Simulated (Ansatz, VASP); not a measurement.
## Pd in VASP and in Ansatz

```
Pd
1.0
     2.75046    0.00000    0.00000
    -1.37523    2.38197    0.00000
     0.00000    0.00000    4.49241
Pd
2
Cartesian
  0.0000 1.5880 3.3693
  1.3752 0.7940 1.1231
```

Alike in both runs: task relaxation of cell and atoms; functional PBE; k mesh 18 × 18 × 10; occupations gaussian, width 0.05 eV; no spin polarisation.

|  | VASP | Ansatz |
| --- | --- | --- |
| version | VASP 6.6.1 | Ansatz 0.2.0 |
| potentials or method | VASP PAW PBE potentials, release 64 (Pd), cutoff 600 eV | scalar-relativistic, plane waves, PAW |
| valence electrons in the cell | 20 | 36 |

```tsv
	VASP	Ansatz	Ansatz less VASP
relaxed volume (Å³/atom)	15.36	15.39	+0.028
relaxed length of the cell vector where the two differ most in proportion (Å)	4.649	4.652	+0.0036
```

VASP's potentials hold 20 valence electrons a cell and Ansatz's 36, so a difference there can come from the potentials and not from the codes.
